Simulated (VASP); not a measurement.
# TiAl (P-6m2) in VASP: further runs

The runs below take TiAl through single point, with PBEsol.

Everything below comes from runs of VASP 6.6.1. Logs are shortened: lines on timing, memory, paths and dates and some standing lists are left out, and cuts for length are marked.

## Step 1: The cell of the first run

It takes space group P-6m2 (No. 187, hexagonal). The conventional cell has a = 3.076 Å, b = 3.076 Å, c = 4.250 Å, α = 90.00°, β = 90.00°, γ = 120.00°. Ti (site symmetry -6m2) has 6 Al at 2.77 Å and 6 Ti at 3.08 Å within 3.7 Å. Al (site symmetry -6m2) has 6 Ti at 2.77 Å and 6 Al at 3.08 Å within 3.7 Å.

## Step 2: Single point, PBEsol (strain +0.080 along x and y, -0.080 along z)

Contents of INCAR:

```
PREC     = Accurate       # precision mode
ENCUT    = 520            # plane-wave cutoff, eV
EDIFF    = 1E-7           # SCF threshold, eV
ISMEAR   = 0              # smearing method
SIGMA    = 0.15           # smearing width, eV
LREAL    = F              # projectors in reciprocal space
LASPH    = T              # aspherical terms in the spheres
NELM     = 80             # most SCF steps
ALGO     = Fast           # electronic algorithm
ISIF     = 2              # what is computed and relaxed
LWAVE    = F              # write WAVECAR
LCHARG   = F              # write CHGCAR
GGA      = PS             # functional
NBANDS   = 14             # bands
```

Contents of KPOINTS:

```
Automatic mesh
0
Gamma
  24 24 14
```

Contents of POSCAR:

```
TiAl
1.0
    3.0756469875      0.0000000000      0.0000000000
   -1.5378234937      2.6635884242      0.0000000000
    0.0000000000      0.0000000000      4.2503491602
Ti Al
1 1
Direct
    0.0000000000      0.0000000000      0.0000000000
    0.3333333333      0.6666666667      0.5000000000
```

Potentials or basis: VASP PAW PBE potentials, release 64 (Ti_sv, Al).

The run is started by

```console
$ cat potpaw_PBE.64/Ti_sv/POTCAR potpaw_PBE.64/Al/POTCAR > POTCAR
$ mpirun -np 1 vasp_std > vasp.out
```

OUTCAR:

```text
PREC = Accurate
   ENCUT = 520
   EDIFF = 1E-7
   ISMEAR = 0
   LREAL = F
   LASPH = T
   NELM = 80
   ISIF = 2
   GGA = PS

 ion  position               nearest neighbor table
   1  0.000  0.000  0.000-   2 2.77   2 2.77   2 2.77   2 2.77   2 2.77   2 2.77
   2  0.333  0.667  0.500-   1 2.77   1 2.77   1 2.77   1 2.77   1 2.77   1 2.77

  LATTYP: Found a hexagonal cell.
 ALAT       =     3.0756469875
 C/A-ratio  =     1.3819366063

  Lattice vectors:

 A1 = (   3.0756469875,   0.0000000000,   0.0000000000)
 A2 = (  -1.5378234937,   2.6635884242,   0.0000000000)
 A3 = (   0.0000000000,   0.0000000000,   4.2503491602)

Analysis of symmetry for initial positions (statically):
=====================================================================
 Subroutine PRICEL returns:
 Original cell was already a primitive cell.

 Routine SETGRP: Setting up the symmetry group for a
 hexagonal supercell.

 Subroutine GETGRP returns: Found 12 space group operations
 (whereof 12 operations were pure point group operations)
 out of a pool of 24 trial point group operations.

The static configuration has the point symmetry D_3h.

Analysis of symmetry for dynamics (positions and initial velocities):
=====================================================================
 Subroutine PRICEL returns:
 Original cell was already a primitive cell.

 Routine SETGRP: Setting up the symmetry group for a
 hexagonal supercell.

 Subroutine GETGRP returns: Found 12 space group operations
 (whereof 12 operations were pure point group operations)
 out of a pool of 24 trial point group operations.

The dynamic configuration has the point symmetry D_3h.

 Subroutine INISYM returns: Found 12 space group operations
 (whereof 12 operations are pure point group operations),
 and found     1 'primitive' translations

----------------------------------------------------------------------------------------

                                     Primitive cell

  volume of cell :      34.8200

  direct lattice vectors                    reciprocal lattice vectors
     3.075646987  0.000000000  0.000000000     0.325134843  0.187716689  0.000000000
    -1.537823494  2.663588424  0.000000000     0.000000000  0.375433378  0.000000000
     0.000000000  0.000000000  4.250349160     0.000000000  0.000000000  0.235274789

  length of vectors
     3.075646987  3.075646987  4.250349160     0.375433378  0.375433378  0.235274789

  position of ions in fractional coordinates (direct lattice)
     0.000000000  0.000000000  0.000000000
     0.333333333  0.666666667  0.500000000

  ion indices of the primitive-cell ions
   primitive index   ion index
                 1           1
                 2           2

----------------------------------------------------------------------------------------

 KPOINTS: Automatic mesh

Automatic generation of k-mesh.
 Grid dimensions read from file:
 generate k-points for:   24   24   14

 Generating k-lattice:

  Cartesian coordinates                     Fractional coordinates (reciprocal lattice)
     0.013547285  0.007821529  0.000000000     0.041666667  0.000000000  0.000000000
     0.000000000  0.015643057  0.000000000     0.000000000  0.041666667  0.000000000
     0.000000000  0.000000000  0.016805342     0.000000000  0.000000000  0.071428571

  Length of vectors
     0.015643057  0.015643057  0.016805342

  Shift w.r.t. Gamma in fractional coordinates (k-lattice)
     0.000000000  0.000000000  0.000000000

 Subroutine IBZKPT returns following result:
 ===========================================

 Found    488 irreducible k-points:

 Following reciprocal coordinates:
            Coordinates               Weight
  0.000000  0.000000  0.000000      1.000000
  0.041667  0.000000  0.000000      6.000000
  0.083333 -0.000000  0.000000      6.000000
  0.125000  0.000000  0.000000      6.000000
  0.166667 -0.000000  0.000000      6.000000
  0.208333  0.000000  0.000000      6.000000
[... 16 lines left out ...]
  0.416667  0.041667  0.000000     12.000000
  0.458333  0.041667  0.000000     12.000000
 [... further k-points ...]
   k-points           NKPTS =    488   k-points in BZ     NKDIM =    488   number of bands    NBANDS=     14
   number of dos      NEDOS =    301   number of ions     NIONS =      2
   total plane-waves  NPLWV =  18432
   dimension x,y,z NGX =    24 NGY =   24 NGZ =   32
   dimension x,y,z NGXF=    48 NGYF=   48 NGZF=   64
   ions per type =               1   1
   NGX,Y,Z   is equivalent  to a cutoff of  12.97, 12.97, 12.52 a.u.
   NGXF,Y,Z  is equivalent  to a cutoff of  25.95, 25.95, 25.03 a.u.
 SYSTEM =  unknown system
   PREC   = accura    normal or accurate (medium, high low for compatibility)
   ISTART =      0    job   : 0-new  1-cont  2-samecut
   ICHARG =      2    charge: 1-file 2-atom 10-const
   ISPIN  =      1    spin polarized calculation?
   LNONCOLLINEAR =      F non collinear calculations
   LSORBIT =      F    spin-orbit coupling
   LASPH  =      T    aspherical Exc in radial PAW
   ENCUT  =  520.0 eV  38.22 Ry    6.18 a.u.   5.72  5.72  7.90*2*pi/ulx,y,z
   NELM   =     80;   NELMIN=  2; NELMDL= -5     # of ELM steps
   EDIFF  = 0.1E-06   stopping-criterion for ELM
   LREAL  =      F    real-space projection
   EDIFFG = 0.1E-05   stopping-criterion for IOM
   NSW    =      0    number of steps for IOM
   IBRION =     -1    ionic relax: 0-MD 1-quasi-New 2-CG
   NFREE  =      0    steps in history (QN), initial steepest desc. (CG)
   ISIF   =      2    stress and relaxation
   ISYM   =      2    0-nonsym 1-usesym 2-fastsym
   POTIM  = 0.5000    time-step for ionic-motion
   TEBEG  =    0.0;   TEEND  =   0.0 temperature during run
   PSTRESS=    0.0 pullay stress
   NELECT =      15.0000    total number of electrons
   NUPDOWN=      -1.0000    fix difference up-down
   EMIN   =  10.00;   EMAX   =-10.00  energy-range for DOS
   EFERMI =   0.00;   METHOD = LEGACY
   ISMEAR =     0;   SIGMA  =   0.15  broadening in eV -4-tet -1-fermi 0-gaus
   EFERMI_NEDOS =   21; number of points for ismear=-14 and -15
   IALGO  =     68    algorithm
   IMIX   =      4    mixing-type and parameters
     AMIX     =   0.40;   BMIX     =  1.00
     AMIX_MAG =   1.60;   BMIX_MAG =  1.00
  volume/ion in A,a.u.               =      17.41       117.49
  Fermi-wavevector in a.u.,A,eV,Ry     =   1.236410  2.336476 20.799358  1.528710
  Thomas-Fermi vector in A             =   2.371020
   LORBIT       =      0    0 simple, 1 ext, 2 COOP (PROOUT), +10 PAW based schemes
   GGA     = PS    functional components
   LHFCALC =     F    Hartree Fock is set to
   AEXX    =    0.0000 exact exchange contribution
   IVDW    =     0    specifies the selected vdW correction
   LEPSILON=     F    determine dielectric tensor
   LRPA    =     F    only Hartree local field effects (RPA)
 non-spin polarized calculation
 RMM-DIIS sequential band-by-band and
 Gauss-broadening in eV      SIGMA  =   0.15
  energy-cutoff  :      520.00
  volume of cell :       34.82
 maximum number of plane-waves:       958
 NGX is ok and might be reduce to    24
   NGX = 11   NGY = 11   NGZ = 15

 number of electron      14.9999995 magnetization

 Free energy of the ion-electron system (eV)
  ---------------------------------------------------
  ext. energy  EPLUGINS =         0.00000000
  ---------------------------------------------------
  free energy    TOTEN  =       -12.72110986 eV

  energy without entropy =      -12.68812440  energy(sigma->0) =      -12.70461713

 E-fermi :   7.2427     XC(G=0): -10.8393

 val. band max:        7.2425104304   @ k =   0.3750   0.1667   0.5000
 cond. band min:       7.2434372674   @ k =   0.1667  -0.0000   0.2143
 fundamental gap:      0.0009268370
 Fermi energy:         7.2426711934

 k-point     1 :       0.0000    0.0000    0.0000
  band No.  band energies     occupation
      1     -49.2179      2.00000
      2     -25.6351      2.00000
      3     -25.3715      2.00000
      4     -25.3715      2.00000
      5      -1.1917      2.00000
      6       5.5888      2.00000
      7       6.8677      1.99959
      8       8.2679      0.00000
      9       8.2679      0.00000
     10       9.3857      0.00000
     11       9.3857      0.00000
     12      12.7831      0.00000
     13      17.9295      0.00000
     14      17.9295      0.00000

 k-point     2 :       0.0417    0.0000    0.0000
  band No.  band energies     occupation
      1     -49.2172      2.00000
      2     -25.6343      2.00000
      3     -25.3768      2.00000
      4     -25.3728      2.00000
      5      -1.1537      2.00000
      6       5.6212      2.00000
      7       6.8426      1.99984
      8       8.2298      0.00000
      9       8.2954      0.00000
     10       9.3756      0.00000
     11       9.4335      0.00000
     12      12.7829      0.00000
     13      17.3723      0.00000
     14      17.5883      0.00000

 k-point     3 :       0.0833   -0.0000    0.0000
  band No.  band energies     occupation
      1     -49.2151      2.00000
      2     -25.6319      2.00000
      3     -25.3922      2.00000
      4     -25.3763      2.00000
      5      -1.0402      2.00000
      6       5.7158      2.00000
      7       6.7736      1.99999
      8       8.1199      0.00000
      9       8.3772      0.00000
     10       9.3463      0.00000
     11       9.5702      0.00000
     12      12.7800      0.00000
     13      16.3418      0.00000
     14      17.0058      0.00000

 k-point     4 :       0.1250    0.0000    0.0000
  band No.  band energies     occupation
      1     -49.2118      2.00000
      2     -25.6282      2.00000
      3     -25.4166      2.00000
      4     -25.3820      2.00000
      5      -0.8523      2.00000
      6       5.8638      2.00000
      7       6.6755      2.00000
      8       7.9498      0.00000
      9       8.5106      0.00000
     10       9.3000      0.00000
     11       9.7797      0.00000
     12      12.7650      0.00000
     13      15.2563      0.00000
     14      16.4206      0.00000

 k-point     5 :       0.1667   -0.0000    0.0000
  band No.  band energies     occupation
      1     -49.2075      2.00000
      2     -25.6233      2.00000
      3     -25.4483      2.00000
      4     -25.3894      2.00000
      5      -0.5917      2.00000
      6       6.0487      2.00000
      7       6.5638      2.00000
      8       7.7352      0.00000
      9       8.6913      0.00000
     10       9.2405      0.00000
     11      10.0438      0.00000
[... 276 lines left out ...]
 k-point    22 :       0.3750    0.0417    0.0000
  band No.  band energies     occupation
      1     -49.1804      2.00000
      2     -25.6420      2.00000
      3     -25.5925      2.00000
      4     -25.4384      2.00000
      5       2.0197      2.00000
      6       5.4951      2.00000
      7       6.1023      2.00000
      8       6.6406      2.00000
      9       8.8341      0.00000
     10      10.0692      0.00000
     11      11.0417      0.00000
     12      11.8648      0.00000
     13      13.1349      0.00000
     14      13.5396      0.00000

 k-point    23 :       0.4167    0.0417    0.0000
  band No.  band energies     occupation
      1     -49.1777      2.00000
      2     -25.6610      2.00000
      3     -25.5895      2.00000
      4     -25.4432      2.00000
      5       2.6435      2.00000
      6       4.8748      2.00000
      7       6.0699      2.00000
      8       6.5596      2.00000
      9       8.7959      0.00000
     10      10.2641      0.00000
     11      11.1257      0.00000
     12      12.0998      0.00000
     13      13.0833      0.00000
     14      13.4588      0.00000

 k-point    24 :       0.4583    0.0417    0.0000
  band No.  band energies     occupation
      1     -49.1763      2.00000
      2     -25.6709      2.00000
      3     -25.5879      2.00000
      4     -25.4457      2.00000
      5       3.2233      2.00000
      6       4.2841      2.00000
      7       6.0538      2.00000
      8       6.5163      2.00000
      9       8.7761      0.00000
     10      10.3771      0.00000
     11      11.1944      0.00000
     12      12.2322      0.00000
     13      13.0189      0.00000
     14      13.4633      0.00000

 [... further k-points ...]
[... 5 lines left out ...]
  --------------------------------------------------------------------------------------
  -------------------------------------------------------------------------------------
  Total       -2.0032629     -2.0032629      1.3705520     -0.0000000      0.0000000      0.0000000
  in kB      -92.1765201    -92.1765201     63.0634735     -0.0000000      0.0000000      0.0000000
  external PRESSURE =     -40.4298556 kB  Pullay stress =       0.0000000 kB

 VOLUME and BASIS-vectors are now :
 -----------------------------------------------------------------------------
  energy-cutoff  :      520.00
  volume of cell :       34.82
      direct lattice vectors                 reciprocal lattice vectors
     3.075646987  0.000000000  0.000000000     0.325134843  0.187716689  0.000000000
    -1.537823494  2.663588424  0.000000000     0.000000000  0.375433378  0.000000000
     0.000000000  0.000000000  4.250349160     0.000000000  0.000000000  0.235274789

 POSITION                                       TOTAL-FORCE (eV/Angst)
 -----------------------------------------------------------------------------------
      0.00000      0.00000      0.00000         0.000000      0.000000      0.000000
     -0.00000      1.77573      2.12517        -0.000000      0.000000      0.000000
 -----------------------------------------------------------------------------------
    total drift:                                0.000000     -0.000000      0.000000

  FREE ENERGIE OF THE ION-ELECTRON SYSTEM (eV)
  ---------------------------------------------------
  free  energy   TOTEN  =       -12.7211098626 eV

  energy  without entropy=      -12.6881244027  energy(sigma->0) =      -12.70461713
```

Wall time 2.9 min (1 thread of Intel Xeon 6975P-C (Granite Rapids), shared host); peak memory 0.35 GiB.

Results:

```
Free energy : -12.7211 eV
Pressure    : -4.0 GPa
```

Caveat: the cell differs from its parent crystal (strain +0.080 along x and y, -0.080 along z); the PAW data sets were made with another functional, which shifts forces and pressure a little.

## Step 3: Single point, PBEsol (strain +0.000 along x and y, +0.080 along z)

Contents of INCAR:

```
SYSTEM = TiAl
  PREC = Accurate
  ENCUT = 520
  EDIFF = 1E-7
  ISMEAR = 0
  SIGMA = 0.15
  LREAL = .False.
  LASPH = .True.
  NELM = 80
  ALGO = Fast
  ISIF = 2
  LWAVE = .False.
  LCHARG = .True.
  GGA = PS
  LELF = .True.
  LVHAR = .True.
  NBANDS = 14
```

Contents of KPOINTS:

```
Automatic mesh
0
Gamma
  24 24 14
  0 0 0
```

Contents of POSCAR:

```
TiAl
1.0
    2.8478212847      0.0000000000      0.0000000000
   -1.4239106423      2.4662855780      0.0000000000
    0.0000000000      0.0000000000      4.9895403186
Ti Al
1 1
Direct
    0.0000000000      0.0000000000      0.0000000000
    0.3333333333      0.6666666667      0.5000000000
```

Potentials or basis: VASP PAW PBE potentials, release 64 (Ti_sv, Al).

The run is started by

```console
$ cat potpaw_PBE.64/Ti_sv/POTCAR potpaw_PBE.64/Al/POTCAR > POTCAR
$ mpirun -np 1 vasp_std > vasp.out
```

It took 5.2 min on 1 thread of Intel Xeon 6975P-C (Granite Rapids), shared host; peak memory 0.36 GiB.

Results (log left out):

```
Free energy : -12.8129 eV
Pressure    : -7.6 GPa
```

Stress tensor (GPa, compression positive):
```
 -3.75   0.00   0.00
  0.00  -3.75   0.00
  0.00   0.00 -15.26
```

Levels at points of the mesh, in eV from the Fermi level:
```
           k point  band 5  band 6  band 7  band 8  band 9  band 10
(0.00, 0.00, 0.00)   -8.87   -2.60   -2.33    1.22    1.22     2.75
(0.50, 0.00, 0.00)   -3.51   -2.68   -1.51   -1.10    2.11     3.56
(0.00, 0.00, 0.50)   -8.19   -5.31   -0.80    1.23    1.23     2.71
(0.50, 0.00, 0.50)   -3.44   -2.47   -1.82    0.55    0.83     1.99
```

Caveat: the cell differs from its parent crystal (strain +0.000 along x and y, +0.080 along z); the PAW data sets were made with another functional, which shifts forces and pressure a little.
